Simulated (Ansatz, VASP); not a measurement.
**One calculation of BP, two programs**

Contents of INCAR:

```
  ALGO = Normal
  EDIFF = 1E-6
  EDIFFG = -0.01
  ENCUT = 600
  GGA = PE
  IBRION = 2
  ISIF = 3
  ISMEAR = 0
  LASPH = True
  LCHARG = False
  LREAL = False
  LWAVE = False
  NELM = 100
  NSW = 100
  PREC = Accurate
  SIGMA = 0.1
```

The input KPOINTS:

```
k-points
0
Gamma
  6 10 12
```

The input POSCAR:

```
BP
1.0
    6.2307448725      0.0000000000      0.0000000000
    0.0000000000      4.1786984455      0.0000000000
    0.0000000000      0.0000000000      3.1553015433
B P
4 4
Direct
    0.7500000000      0.0000000000      0.4708222614
    0.0000000000      0.5000000000      0.0000000000
    0.2500000000      0.0000000000      0.5291777386
    0.5000000000      0.5000000000      0.0000000000
    0.7500000000      0.5000000000      0.5691416369
    0.0000000000      0.0000000000      0.0000000000
    0.2500000000      0.5000000000      0.4308583631
    0.5000000000      0.0000000000      0.0000000000
```

Input for Ansatz:

```yaml
crystal:
  lattice:
    - [6.2307448725, 0.0, 0.0]
    - [0.0, 4.1786984455, 0.0]
    - [0.0, 0.0, 3.1553015433]
  atoms:
    - { symbol: B, position: [0.75, 0.0, 0.4708222614] }
    - { symbol: B, position: [0.0, 0.5, 0.0] }
    - { symbol: B, position: [0.25, 0.0, 0.5291777386] }
    - { symbol: B, position: [0.5, 0.5, 0.0] }
    - { symbol: P, position: [0.75, 0.5, 0.5691416369] }
    - { symbol: P, position: [0.0, 0.0, 0.0] }
    - { symbol: P, position: [0.25, 0.5, 0.4308583631] }
    - { symbol: P, position: [0.5, 0.0, 0.0] }
basis:
  ecutwfc: 420
kpoints:
  mp_grid: { grid: [6, 10, 12] }
hamiltonian:
  xc: pbe
scf:
  occupations: { method: gaussian, width: 0.1 }
output:
  forces: true
  stress: true
  eigenvalues: true
  write_density: true
  write_potential: true
  elf: true
  volumetric_format: npy
relax:
  adjacent_minimum: "off"
  f_tol: 0.01
  max_steps: 80
  cell: { stress_tol: 0.05 }
```

Alike in both runs: task relaxation of cell and atoms; functional PBE; k mesh 6 × 10 × 12; occupations gaussian, width 0.1 eV; no spin polarisation.

```csv
,VASP,Ansatz
version,VASP 6.6.1,Ansatz 0.2.0
potentials or method,"VASP PAW PBE potentials, release 64 (B, P), cutoff 600 eV","scalar-relativistic, plane waves, PAW"
valence electrons in the cell,32,32
```

```tsv
	VASP	Ansatz	Ansatz less VASP
gap on the k mesh at the Fermi level, each at its own relaxed structure (eV)	none	none	-
relaxed volume (Å³/atom)	10.15	10.17	+0.014
relaxed cell length with the largest relative difference (Å)	4.326	4.332	+0.0058
```

A gap of «none» marks a metal or a gap that the smearing closes.
